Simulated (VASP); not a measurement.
# ScTaN (P-3m1) in VASP: a series of runs

The runs below take ScTaN through single point, with PBE, PBEsol.

Program: VASP 6.6.1. These are calculated values, not measurements. Logs are shortened: lines on timing, memory, paths and dates and some standing lists are left out, and cuts for length are marked.

## 1. The cell of the first run

Symmetry: P-3m1, No. 164, trigonal system. Conventional cell: a = 3.085 Å, b = 3.085 Å, c = 10.340 Å, α = 90.00°, β = 90.00°, γ = 120.00°. Ta (site symmetry 3m) has 3 N at 2.20 Å within 2.9 Å. Sc (site symmetry -3m) has 6 Sc at 3.09 Å and 6 Ta at 3.10 Å within 4.1 Å. Sc (site symmetry -3m) has 6 N at 2.23 Å within 2.9 Å. N (site symmetry 3m) has 3 Ta at 2.20 Å and 3 Sc at 2.23 Å within 2.9 Å.

## 2. Single point, PBE

Input file INCAR:

```
SYSTEM = ScTaN
ALGO = Normal
EDIFF = 1E-6
ENCUT = 520
GGA = PE
ISIF = 2
ISMEAR = 1
LASPH = .TRUE.
LCHARG = .FALSE.
LREAL = .FALSE.
LWAVE = .FALSE.
NBANDS = 36
NELM = 100
PREC = Accurate
SIGMA = 0.005
```

Input file KPOINTS:

```
k-points
0
G
  8 8 3
  0 0 0
```

Input file POSCAR:

```
ScTaN
1.0
    3.0850655424      0.0000000000      0.0000000000
   -1.5425327712      2.6717451321      0.0000000000
    0.0000000000      0.0000000000     10.3401360000
Ta Sc N
2 2 2
Direct
    0.3333333333      0.6666666667      0.2456310000
    0.6666666667      0.3333333333      0.7543690000
    0.0000000000      0.0000000000      0.0000000000
    0.0000000000      0.0000000000      0.5000000000
    0.3333333333      0.6666666667      0.6298410000
    0.6666666667      0.3333333333      0.3701590000
```

Potentials or basis: VASP PAW PBE potentials, release 64 (Ta_pv, Sc_sv, N).

The run is started by

```sh
cat potpaw_PBE.64/Ta_pv/POTCAR potpaw_PBE.64/Sc_sv/POTCAR potpaw_PBE.64/N/POTCAR > POTCAR
mpirun -np 1 vasp_std > vasp.out
```

OUTCAR:

```text
SYSTEM = ScTaN
   EDIFF = 1E-6
   ENCUT = 520
   GGA = PE
   ISIF = 2
   ISMEAR = 1
   LASPH = .TRUE.
   LREAL = .FALSE.
   NELM = 100
   PREC = Accurate

 ion  position               nearest neighbor table
   1  0.333  0.667  0.246-   6 2.20   6 2.20   6 2.20   3 3.10   3 3.10   3 3.10   4 3.18   4 3.18
                             4 3.18
   2  0.667  0.333  0.754-   5 2.20   5 2.20   5 2.20   3 3.10   3 3.10   3 3.10   4 3.18   4 3.18
                             4 3.18
   3  0.000  0.000  0.000-   1 3.10   2 3.10   2 3.10   1 3.10   2 3.10   1 3.10
   4  0.000  0.000  0.500-   5 2.23   6 2.23   6 2.23   5 2.23   6 2.23   5 2.23   1 3.18   2 3.18
                             1 3.18   2 3.18   2 3.18   1 3.18
   5  0.333  0.667  0.630-   2 2.20   2 2.20   2 2.20   4 2.23   4 2.23   4 2.23
   6  0.667  0.333  0.370-   1 2.20   1 2.20   1 2.20   4 2.23   4 2.23   4 2.23

  LATTYP: Found a hexagonal cell.
 ALAT       =     3.0850655424
 C/A-ratio  =     3.3516746591

  Lattice vectors:

 A1 = (   3.0850655424,   0.0000000000,   0.0000000000)
 A2 = (  -1.5425327712,   2.6717451321,   0.0000000000)
 A3 = (   0.0000000000,   0.0000000000,  10.3401360000)

Analysis of symmetry for initial positions (statically):
=====================================================================
 Subroutine PRICEL returns:
 Original cell was already a primitive cell.

 Routine SETGRP: Setting up the symmetry group for a
 hexagonal supercell.

 Subroutine GETGRP returns: Found 12 space group operations
 (whereof 12 operations were pure point group operations)
 out of a pool of 24 trial point group operations.

The static configuration has the point symmetry D_3d.

Analysis of symmetry for dynamics (positions and initial velocities):
=====================================================================
 Subroutine PRICEL returns:
 Original cell was already a primitive cell.

 Routine SETGRP: Setting up the symmetry group for a
 hexagonal supercell.

 Subroutine GETGRP returns: Found 12 space group operations
 (whereof 12 operations were pure point group operations)
 out of a pool of 24 trial point group operations.

The dynamic configuration has the point symmetry D_3d.

 Subroutine INISYM returns: Found 12 space group operations
 (whereof 12 operations are pure point group operations),
 and found     1 'primitive' translations

----------------------------------------------------------------------------------------

                                     Primitive cell
[... 97 lines left out ...]
   NELM   =    100;   NELMIN=  2; NELMDL= -5     # of ELM steps
   EDIFF  = 0.1E-05   stopping-criterion for ELM
   LREAL  =      F    real-space projection
   EDIFFG = 0.1E-04   stopping-criterion for IOM
   NSW    =      0    number of steps for IOM
   IBRION =     -1    ionic relax: 0-MD 1-quasi-New 2-CG
   NFREE  =      0    steps in history (QN), initial steepest desc. (CG)
   ISIF   =      2    stress and relaxation
   ISYM   =      2    0-nonsym 1-usesym 2-fastsym
   POTIM  = 0.5000    time-step for ionic-motion
   TEBEG  =    0.0;   TEEND  =   0.0 temperature during run
   PSTRESS=    0.0 pullay stress
   NELECT =      54.0000    total number of electrons
   NUPDOWN=      -1.0000    fix difference up-down
   EMIN   =  10.00;   EMAX   =-10.00  energy-range for DOS
   EFERMI =   0.00;   METHOD = LEGACY
   ISMEAR =     1;   SIGMA  =   0.01  broadening in eV -4-tet -1-fermi 0-gaus
   EFERMI_NEDOS =   21; number of points for ismear=-14 and -15
   IALGO  =     38    algorithm
   IMIX   =      4    mixing-type and parameters
     AMIX     =   0.40;   BMIX     =  1.00
     AMIX_MAG =   1.60;   BMIX_MAG =  1.00
  volume/ion in A,a.u.               =      14.20        95.86
  Fermi-wavevector in a.u.,A,eV,Ry     =   1.406083  2.657111 26.899650  1.977069
  Thomas-Fermi vector in A             =   2.528479
   LORBIT       =      0    0 simple, 1 ext, 2 COOP (PROOUT), +10 PAW based schemes
   GGA     = PE    functional components
   LHFCALC =     F    Hartree Fock is set to
   AEXX    =    0.0000 exact exchange contribution
   IVDW    =     0    specifies the selected vdW correction
   LEPSILON=     F    determine dielectric tensor
   LRPA    =     F    only Hartree local field effects (RPA)
 non-spin polarized calculation
 Methfessel and Paxton  Order N= 1 SIGMA  =   0.01
  energy-cutoff  :      520.00
  volume of cell :       85.23
 maximum number of plane-waves:      2314
 NGX is ok and might be reduce to    24
   NGX = 11   NGY = 11   NGZ = 39

 number of electron      53.9999993 magnetization

 Free energy of the ion-electron system (eV)
  ---------------------------------------------------
  ext. energy  EPLUGINS =         0.00000000
  ---------------------------------------------------
  free energy    TOTEN  =       -58.94656034 eV

  energy without entropy =      -58.94647218  energy(sigma->0) =      -58.94653095

 E-fermi :   6.1783     XC(G=0): -12.0133

 val. band max:        6.1782915924   @ k =   0.2500   0.1250   0.0000
 cond. band min:       6.2131573856   @ k =   0.3750   0.2500   0.0000
 fundamental gap:      0.0348657932
 Fermi energy:         6.1782915924

 k-point     1 :       0.0000    0.0000    0.0000
  band No.  band energies     occupation
      1     -43.0485      2.00000
      2     -42.6275      2.00000
      3     -28.5629      2.00000
      4     -28.5507      2.00000
      5     -28.1677      2.00000
      6     -28.1677      2.00000
[... 925 lines left out ...]
     35      10.1015      0.00000
     36      10.2214      0.00000

 [... further k-points ...]
[... 5 lines left out ...]
  --------------------------------------------------------------------------------------
  -------------------------------------------------------------------------------------
  Total        0.0013468      0.0013468     -0.3721318      0.0000000      0.0000000      0.0000000
  in kB        0.0253171      0.0253171     -6.9955468      0.0000000      0.0000000      0.0000000
  external PRESSURE =      -2.3149709 kB  Pullay stress =       0.0000000 kB

 VOLUME and BASIS-vectors are now :
 -----------------------------------------------------------------------------
  energy-cutoff  :      520.00
  volume of cell :       85.23
      direct lattice vectors                 reciprocal lattice vectors
     3.085065542  0.000000000  0.000000000     0.324142222  0.187143599  0.000000000
    -1.542532771  2.671745132  0.000000000     0.000000000  0.374287198  0.000000000
     0.000000000  0.000000000 10.340136000     0.000000000  0.000000000  0.096710527

 POSITION                                       TOTAL-FORCE (eV/Angst)
 -----------------------------------------------------------------------------------
     -0.00000      1.78116      2.53986        -0.000000      0.000000      0.055100
      1.54253      0.89058      7.80028         0.000000     -0.000000     -0.055100
      0.00000      0.00000      0.00000        -0.000000      0.000000      0.000000
      0.00000      0.00000      5.17007        -0.000000      0.000000      0.000000
     -0.00000      1.78116      6.51264         0.000000      0.000000      0.059093
      1.54253      0.89058      3.82749        -0.000000     -0.000000     -0.059093
 -----------------------------------------------------------------------------------
    total drift:                               -0.000000      0.000000      0.000000

  FREE ENERGIE OF THE ION-ELECTRON SYSTEM (eV)
  ---------------------------------------------------
  free  energy   TOTEN  =       -58.9465603370 eV

  energy  without entropy=      -58.9464721824  energy(sigma->0) =      -58.94653095
```

OSZICAR:

```text
N       E                     dE             d eps       ncg     rms          rms(c)
DAV:   1     0.731787045535E+03    0.73179E+03   -0.26212E+04  1800   0.163E+03
DAV:   2     0.203663693539E+02   -0.71142E+03   -0.69927E+03  1840   0.577E+02
DAV:   3    -0.622209947239E+02   -0.82587E+02   -0.80132E+02  2848   0.178E+02
DAV:   4    -0.673543359779E+02   -0.51333E+01   -0.50633E+01  2992   0.451E+01
DAV:   5    -0.674464370720E+02   -0.92101E-01   -0.91347E-01  2936   0.660E+00    0.296E+01
DAV:   6    -0.596462583441E+02    0.78002E+01   -0.48425E+01  2736   0.384E+01    0.133E+01
DAV:   7    -0.593175730932E+02    0.32869E+00   -0.92437E+00  2824   0.148E+01    0.722E+00
DAV:   8    -0.591203494677E+02    0.19722E+00   -0.48737E+00  2584   0.871E+00    0.362E+00
DAV:   9    -0.589594344271E+02    0.16092E+00   -0.15888E+00  2824   0.541E+00    0.641E-01
DAV:  10    -0.589471737608E+02    0.12261E-01   -0.13199E-01  2616   0.142E+00    0.298E-01
DAV:  11    -0.589466789250E+02    0.49484E-03   -0.65298E-03  2624   0.501E-01    0.161E-01
DAV:  12    -0.589466041205E+02    0.74805E-04   -0.30855E-03  3008   0.338E-01    0.690E-02
DAV:  13    -0.589465739339E+02    0.30187E-04   -0.77188E-04  2816   0.155E-01    0.350E-02
DAV:  14    -0.589465625099E+02    0.11424E-04   -0.13626E-04  2816   0.715E-02    0.120E-02
DAV:  15    -0.589465607284E+02    0.17816E-05   -0.18754E-05  2824   0.294E-02    0.331E-03
DAV:  16    -0.589465603370E+02    0.39131E-06   -0.24238E-06  1744   0.998E-03
   1 F= -.58946560E+02 E0= -.58946531E+02  d E =-.881546E-04
```

stdout:

```text
POSCAR found type information on POSCAR TaScN
 POSCAR found :  3 types and       6 ions
 scaLAPACK will be used
 LDA part: xc-table for (Slater+PW92), standard interpolation
 POSCAR, INCAR and KPOINTS ok, starting setup
 FFT: planning ... GRIDC
 FFT: planning ... GRID_SOFT
 FFT: planning ... GRID
 WAVECAR not read
 entering main loop
```

Wall time 3.5 min (1 thread of AMD EPYC 7R13, shared host); peak memory 0.21 GiB.

Results:

| Property | Result |
| --- | --- |
| Free energy | -58.9466 eV |
| Pressure | -0.2 GPa |
| Largest force | 0.059 eV/Å |
| Band gap on the k mesh | zero (band 27 reaches 6.84 eV, above the bottom of band 28 at 6.05 eV) |

Forces in eV/Å, atoms in the order of the input:
```
Ta   0.000  0.000  0.055
Ta   0.000  0.000 -0.055
Sc   0.000  0.000  0.000
Sc   0.000  0.000  0.000
N    0.000  0.000  0.059
N    0.000  0.000 -0.059
```

Caveat: spin-orbit coupling is left out, which moves the levels of the heavy elements.

## 3. Single point, PBEsol

This run uses another cell than the first one, of 13.74 Å³/atom, 0.967 times its volume.

Input file INCAR:

```
PREC = Accurate
ENCUT = 520
EDIFF = 1E-7
ISMEAR = -1
SIGMA = 0.05
LREAL = False
LASPH = True
NELM = 80
ALGO = Normal
ISIF = 2
LWAVE = False
LCHARG = True
GGA = PS
LELF = True
LVHAR = True
NBANDS = 36
```

Input file KPOINTS:

```
regular mesh
0
Gamma
  10 10 3
```

Input file POSCAR:

```
ScTaN
1.0
    3.0532303949      0.0000000000      0.0000000000
   -1.5266151975      2.6441750856      0.0000000000
    0.0000000000      0.0000000000     10.2113989312
Ta Sc N
2 2 2
Direct
    0.3333333333      0.6666666667      0.2457600268
    0.6666666667      0.3333333333      0.7542399732
    0.0000000000      0.0000000000      0.0000000000
    0.0000000000      0.0000000000      0.5000000000
    0.3333333333      0.6666666667      0.6298888205
    0.6666666667      0.3333333333      0.3701111795
```

Potentials or basis: VASP PAW PBE potentials, release 64 (Ta_pv, Sc_sv, N).

The run is started by

```sh
cat potpaw_PBE.64/Ta_pv/POTCAR potpaw_PBE.64/Sc_sv/POTCAR potpaw_PBE.64/N/POTCAR > POTCAR
mpirun -np 1 vasp_std > vasp.out
```

It took 1.9 min on 1 thread of Intel Xeon 6975P-C, shared host; peak memory 0.26 GiB.

It converged, with:

| Quantity | Value |
| --- | --- |
| Free energy | -62.3504 eV |
| Pressure | 0.5 GPa |
| Largest force | 0.043 eV/Å |
| Band gap on the k mesh | zero (band 27 reaches 6.95 eV, above the bottom of band 28 at 6.17 eV) |

Forces on the atoms (eV/Å):
```
Ta   0.000  0.000 -0.043
Ta   0.000  0.000  0.043
Sc   0.000  0.000  0.000
Sc   0.000  0.000  0.000
N    0.000  0.000  0.023
N    0.000  0.000 -0.023
```

Levels at points of the mesh, in eV from the Fermi level:
```tsv
k point	band 25	band 26	band 27	band 28	band 29	band 30
(0.00, 0.00, 0.00)	-1.29	0.56	0.56	0.79	0.80	1.44
(0.50, 0.00, 0.00)	-1.22	-0.87	-0.37	0.39	0.59	2.07
```

Caveat: the PAW data sets were made with another functional, which shifts forces and pressure a little; spin-orbit coupling is left out, which moves the levels of the heavy elements.

## 4. Single point, PBEsol

This run uses another cell than the first one, of 13.74 Å³/atom, 0.967 times its volume.

Input file INCAR:

```
ALGO     = Normal         # electronic algorithm
EDIFF    = 1E-7           # SCF threshold, eV
ENCUT    = 520            # plane-wave cutoff, eV
GGA      = PS             # functional
ISIF     = 2              # what is computed and relaxed
ISMEAR   = -1             # smearing method
LASPH    = True           # aspherical terms in the spheres
LCHARG   = False          # write CHGCAR
LREAL    = False          # projectors in reciprocal space
LWAVE    = False          # write WAVECAR
NBANDS   = 36             # bands
NELM     = 60             # most SCF steps
PREC     = Accurate       # precision mode
SIGMA    = 0.05           # smearing width, eV
```

Input file KPOINTS:

```
k-points
0
Gamma
  10 10 3
```

Input file POSCAR:

```
ScTaN
1.0
    3.0530948554      0.0000000000      0.0000000000
   -1.5265474277      2.6440577050      0.0000000000
    0.0000000000      0.0000000000     10.2112136676
Ta Sc N
2 2 2
Direct
    0.3333333333      0.6666666667      0.2458165599
    0.6666666667      0.3333333333      0.7541834401
    0.0000000000      0.0000000000      0.0000000000
    0.0000000000      0.0000000000      0.5000000000
    0.3333333333      0.6666666667      0.6299367332
    0.6666666667      0.3333333333      0.3700632668
```

The run is started by

```sh
cat potpaw_PBE.64/Ta_pv/POTCAR potpaw_PBE.64/Sc_sv/POTCAR potpaw_PBE.64/N/POTCAR > POTCAR
mpirun -np 1 vasp_std > vasp.out
```

It took 2.2 min on 1 thread of Intel Xeon 6975P-C, shared host; peak memory 0.26 GiB.

It converged, with:

- Free energy: -62.3503 eV
- Pressure: 0.6 GPa
- Largest force: 0.059 eV/Å
- Band gap on the k mesh: zero (band 27 reaches 6.95 eV, above the bottom of band 28 at 6.17 eV)

Forces in eV/Å, atoms in the order of the input:
```
Ta   0.000  0.000 -0.059
Ta   0.000  0.000  0.059
Sc   0.000  0.000  0.000
Sc   0.000  0.000  0.000
N    0.000  0.000  0.008
N    0.000  0.000 -0.008
```

Levels at points of the mesh, in eV from the Fermi level:
```tsv
k point	band 24	band 25	band 26	band 27	band 28	band 29	band 30	band 31
(0.00, 0.00, 0.00)	-1.29	-1.29	0.56	0.56	0.79	0.80	1.44	1.44
(0.50, 0.00, 0.00)	-1.82	-1.22	-0.87	-0.37	0.39	0.59	2.07	2.45
```

Caveat: the PAW data sets were made with another functional, which shifts forces and pressure a little; spin-orbit coupling is left out, which moves the levels of the heavy elements.

[end of part 1 of 2]
